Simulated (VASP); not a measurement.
# MgI2 (r.A) in VASP: single point with PBE+D4

Aim: the single point of MgI2 (r.A) with PBE+D4.

Everything below comes from runs of VASP 6.6.1. Logs are shortened: lines on timing, memory, paths and dates and some standing lists are left out, and cuts for length are marked.

## (1) The cell of the first run

The cell holds a sheet with vacuum, 3 atoms: a = 4.136 Å, b = 4.136 Å, c = 30.600 Å, α = 90.00°, β = 90.00°, γ = 120.00°.

## (2) Single point, PBE+D4

The input, INCAR:

```
SYSTEM = MgI2
PREC = Accurate
ENCUT = 520
EDIFF = 1E-6
ISMEAR = 0
SIGMA = 0.03
LREAL = .FALSE.
LASPH = .TRUE.
NELM = 120
ALGO = Normal
ISIF = 2
LWAVE = .FALSE.
LCHARG = .TRUE.
LDIPOL = .TRUE.
IDIPOL = 3
DIPOL = 0.5 0.5 0.284
GGA = PE
IVDW = 13
LELF = .TRUE.
LVHAR = .TRUE.
LVACPOTAV = .TRUE.
NBANDS = 15
GGA_COMPAT = .FALSE.
NELMDL = -8
```

The input, KPOINTS:

```
Automatic mesh
0
G
  12 12 1
  0 0 0
```

The input, POSCAR:

```
MgI2
1.0
    4.1362847568      0.0000000000      0.0000000000
   -2.0681423784      3.5821276766      0.0000000000
    0.0000000000      0.0000000000     30.5999999982
I Mg
2 1
Direct
    0.3333333333      0.6666666667      0.2295063879
    0.6666666667      0.3333333333      0.3391210632
    0.0000000000      0.0000000000      0.2843137255
```

Potentials or basis: VASP PAW PBE potentials, release 64 (I, Mg).

Launch:

```sh
cat potpaw_PBE.64/I/POTCAR potpaw_PBE.64/Mg/POTCAR > POTCAR
mpirun -np 1 vasp_std > vasp.out
```

OUTCAR:

```text
SYSTEM = MgI2
   PREC = Accurate
   ENCUT = 520
   EDIFF = 1E-6
   ISMEAR = 0
   LREAL = .FALSE.
   LASPH = .TRUE.
   NELM = 120
   ISIF = 2
   GGA = PE
   IVDW = 13
   NELMDL = -8

 ion  position               nearest neighbor table
   1  0.333  0.667  0.230-   3 2.92   3 2.92   3 2.92
   2  0.667  0.333  0.339-   3 2.92   3 2.92   3 2.92
   3  0.000  0.000  0.284-   1 2.92   1 2.92   1 2.92   2 2.92   2 2.92   2 2.92

  LATTYP: Found a hexagonal cell.
 ALAT       =     4.1362847568
 C/A-ratio  =     7.3979432746

  Lattice vectors:

 A1 = (   4.1362847568,   0.0000000000,   0.0000000000)
 A2 = (  -2.0681423784,   3.5821276766,   0.0000000000)
 A3 = (   0.0000000000,   0.0000000000,  30.5999999982)

Analysis of symmetry for initial positions (statically):
=====================================================================
 Subroutine PRICEL returns:
 Original cell was already a primitive cell.

 Routine SETGRP: Setting up the symmetry group for a
 hexagonal supercell.

 Subroutine GETGRP returns: Found 12 space group operations
 (whereof  6 operations were pure point group operations)
 out of a pool of 24 trial point group operations.

The static configuration has the point symmetry C_3v.
 The point group associated with its full space group is D_3d.

Analysis of symmetry for dynamics (positions and initial velocities):
=====================================================================
 Subroutine PRICEL returns:
 Original cell was already a primitive cell.

 Routine SETGRP: Setting up the symmetry group for a
 hexagonal supercell.

 Subroutine GETGRP returns: Found 12 space group operations
 (whereof  6 operations were pure point group operations)
 out of a pool of 24 trial point group operations.

The dynamic configuration has the point symmetry C_3v.
 The point group associated with its full space group is D_3d.

 Subroutine INISYM returns: Found 12 space group operations
 (whereof  6 operations are pure point group operations),
 and found     1 'primitive' translations

----------------------------------------------------------------------------------------

                                     Primitive cell

  volume of cell :     453.3910

  direct lattice vectors                    reciprocal lattice vectors
     4.136284757  0.000000000  0.000000000     0.241762852  0.139581848  0.000000000
    -2.068142378  3.582127677  0.000000000     0.000000000  0.279163696  0.000000000
     0.000000000  0.000000000 30.599999998     0.000000000  0.000000000  0.032679739

  length of vectors
[... 96 lines left out ...]
   IMIX   =      4    mixing-type and parameters
     AMIX     =   0.40;   BMIX     =  1.00
     AMIX_MAG =   1.60;   BMIX_MAG =  1.00
  volume/ion in A,a.u.               =     151.13      1019.88
  Fermi-wavevector in a.u.,A,eV,Ry     =   0.536979  1.014743  3.923189  0.288346
  Thomas-Fermi vector in A             =   1.562545
   LORBIT       =      0    0 simple, 1 ext, 2 COOP (PROOUT), +10 PAW based schemes
   GGA     = PE    functional components
   LHFCALC =     F    Hartree Fock is set to
   AEXX    =    0.0000 exact exchange contribution
   IVDW    =    13    specifies the selected vdW correction
   LEPSILON=     F    determine dielectric tensor
   LRPA    =     F    only Hartree local field effects (RPA)
 non-spin polarized calculation
 Gauss-broadening in eV      SIGMA  =   0.03
  energy-cutoff  :      520.00
  volume of cell :      453.39
 maximum number of plane-waves:     12287
 NGX is ok and might be reduce to    32
   NGX = 15   NGY = 15   NGZ =113

 dipolmoment           0.000000      0.000000     -0.000001 electrons x Angstroem

 number of electron      16.0000001 magnetization

 dipolmoment           0.000000      0.000000      0.000003 electrons x Angstroem

 Free energy of the ion-electron system (eV)
  ---------------------------------------------------
  ext. energy  EPLUGINS =         0.00000000
  ---------------------------------------------------
  free energy    TOTEN  =        -7.72270390 eV

  energy without entropy =       -7.72270390  energy(sigma->0) =       -7.72270390

 E-fermi :  -4.2906     XC(G=0):  -2.1763

 val. band max:       -4.4147193980   @ k =   0.0000   0.0000   0.0000
 cond. band min:      -0.7823705792   @ k =   0.5000   0.0000   0.0000
 fundamental gap:      3.6323488188
 Fermi energy:        -4.2905848150

 k-point     1 :       0.0000    0.0000    0.0000
  band No.  band energies     occupation
      1     -16.3299      2.00000
      2     -15.8019      2.00000
      3      -7.4714      2.00000
      4      -5.1353      2.00000
      5      -4.6898      2.00000
      6      -4.6898      2.00000
      7      -4.4147      2.00000
      8      -4.4147      2.00000
      9      -0.3354      0.00000
     10       0.5183      0.00000
     11       1.5422      0.00000
     12       1.6039      0.00000
     13       2.0156      0.00000
     14       2.2924      0.00000
[... 311 lines left out ...]
      2     -15.5095      2.00000
      3      -7.5754      2.00000
      4      -6.8863      2.00000
      5      -6.8863      2.00000
      6      -6.3920      2.00000
      7      -5.2172      2.00000
      8      -5.2172      2.00000
      9       0.0096      0.00000
     10       1.9937      0.00000
     11       1.9937      0.00000
     12       3.6065      0.00000
     13       3.6161      0.00000
     14       3.9888      0.00000
     15       3.9888      0.00000

------------------------ aborting loop because EDIFF is reached ----------------------------------------

  DFT-D4 for vdW energy calculation

  Edisp (eV):   -0.68574

  FORCE on cell =-STRESS in cart. coord.  units (eV):
  Direction    XX          YY          ZZ          XY          YZ          ZX
  --------------------------------------------------------------------------------------
  -------------------------------------------------------------------------------------
  Total      -0.04511    -0.04511    -0.03653    -0.00000     0.00000     0.00000
  in kB      -0.15941    -0.15941    -0.12910    -0.00000     0.00000     0.00000
  external pressure =       -0.15 kB  Pullay stress =        0.00 kB

 VOLUME and BASIS-vectors are now :
 -----------------------------------------------------------------------------
  energy-cutoff  :      520.00
  volume of cell :      453.39
      direct lattice vectors                 reciprocal lattice vectors
     4.136284757  0.000000000  0.000000000     0.241762852  0.139581848  0.000000000
    -2.068142378  3.582127677  0.000000000     0.000000000  0.279163696  0.000000000
     0.000000000  0.000000000 30.599999998     0.000000000  0.000000000  0.032679739

 POSITION                                       TOTAL-FORCE (eV/Angst)
 -----------------------------------------------------------------------------------
     -0.00000      2.38809      7.02290        -0.000000      0.000000      0.011956
      2.06814      1.19404     10.37710         0.000000      0.000000     -0.011956
      0.00000      0.00000      8.70000        -0.000000      0.000000      0.000000
 -----------------------------------------------------------------------------------
    total drift:                                0.000000     -0.000000      0.000013

  FREE ENERGIE OF THE ION-ELECTRON SYSTEM (eV)
  ---------------------------------------------------
  free  energy   TOTEN  =        -8.4084445034 eV

  energy  without entropy=       -8.4084445034  energy(sigma->0) =       -8.40844450

 vacuum level on the upper side and lower side of the slab         1.941         1.941
```

OSZICAR:

```text
N       E                     dE             d eps       ncg     rms          rms(c)
DAV:   1     0.115100860052E+03    0.11510E+03   -0.39511E+03   570   0.674E+02
DAV:   2     0.829912503409E+01   -0.10680E+03   -0.97171E+02  1004   0.111E+02
DAV:   3    -0.729485017144E+01   -0.15594E+02   -0.15471E+02   787   0.543E+01
[... 15 lines left out ...]
DAV:  19    -0.772269350535E+01   -0.12079E-04   -0.14013E-06   617   0.433E-03    0.533E-03
DAV:  20    -0.772269841865E+01   -0.49133E-05   -0.17396E-07   607   0.180E-03    0.410E-03
DAV:  21    -0.772270065811E+01   -0.22395E-05   -0.44376E-08   621   0.956E-04    0.305E-04
DAV:  22    -0.772270291358E+01   -0.22555E-05   -0.30474E-08   558   0.643E-04    0.412E-04
DAV:  23    -0.772270389555E+01   -0.98196E-06   -0.11844E-08   565   0.364E-04
   1 F= -.84084445E+01 E0= -.84084445E+01  d E =-.884990E-11
```

It took 7.3 min on 1 thread of Intel Xeon 8259CL, shared host; peak memory 0.58 GiB.

What came out:

| Quantity | Value |
| --- | --- |
| Free energy | -8.4084 eV |
| Largest force | 0.012 eV/Å |
| Band gap on the k mesh | 3.63 eV, indirect (least direct gap 4.08 eV) |
| Dispersion energy per atom | -0.229 eV |

Forces in eV/Å, atoms in the order of the input:
```
I    0.000  0.000  0.012
I    0.000  0.000 -0.012
Mg   0.000  0.000  0.000
```

Levels at points of the mesh, in eV from the valence-band top:
| k point | band 5 | band 6 | band 7 | band 8 | band 9 | band 10 | band 11 | band 12 |
| --- | --- | --- | --- | --- | --- | --- | --- | --- |
| (0.00, 0.00, 0.00) | -0.28 | -0.28 | 0.00 | 0.00 | 4.08 | 4.93 | 5.96 | 6.02 |
| (0.50, 0.00, 0.00) | -1.41 | -1.18 | -0.75 | -0.47 | 3.63 | 5.45 | 5.62 | 6.53 |

Caveat: spin-orbit coupling is left out, which moves the levels of the heavy elements.
